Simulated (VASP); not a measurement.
Here is a VASP 6.6.1 calculation.

INCAR

```
SYSTEM = HfSi2B2
ALGO = Normal ; EDIFF = 1E-6
EDIFFG = -0.04 ; ENCUT = 600
GGA = PE ; IBRION = 2
ISIF = 3 ; ISMEAR = 0
LASPH = .True. ; LCHARG = .False.
LREAL = .False. ; LWAVE = .False.
NELM = 100 ; NSW = 90
PREC = Accurate ; SIGMA = 0.1
```

KPOINTS

```
k-points
0
Gamma
  6 6 4
  0 0 0
```

The input POSCAR:

```
HfSi2B2
1.0
    3.4721177700      0.0000000000      0.0000000000
   -1.7360588800      3.0069421900      0.0000000000
    0.0000000000      0.0000000000      6.7785570700
Hf Si B
1 2 2
Direct
    0.0000000000      0.0000000000      0.0000000000
    0.0000000000      0.0000000000      0.6364517000
    0.0000000000      0.0000000000      0.3635483000
    0.3333333300      0.6666666700      0.0000000000
    0.6666666700      0.3333333300      0.0000000000
```

Potentials or basis: VASP PAW PBE potentials, release 64 (Hf_pv, Si, B).

Launch:

```console
$ cat potpaw_PBE.64/Hf_pv/POTCAR potpaw_PBE.64/Si/POTCAR potpaw_PBE.64/B/POTCAR > POTCAR
$ mpirun -np 1 vasp_std > vasp.out
```

Q: Predict the space group after relaxing (to 0.1 Å).

A: P6/mmm (No. 191).

Q: Estimate the band gap on the k mesh.

A: Zero (bands 12 and 13 overlap by 2.87 eV).

Q: Estimate the relaxed cell.

A: a = 3.931 Å, b = 3.931 Å, c = 7.613 Å, α = 90.00°, β = 90.00°, γ = 120.00°.

Final structure:
```xyz
5
Lattice="3.9310 0.0000 0.0000 -1.9655 3.4044 0.0000 0.0000 0.0000 7.6132" Properties=species:S:1:pos:R:3 pbc="T T T"
Hf   -1.9655    3.4044    0.0000
Si    0.0000    0.0000    4.9135
Si   -1.9655    3.4044    2.6997
B     0.0000    2.2696    0.0000
B     1.9655    1.1348    0.0000
```

Caveat: spin-orbit coupling is left out, which moves the levels of the heavy elements.
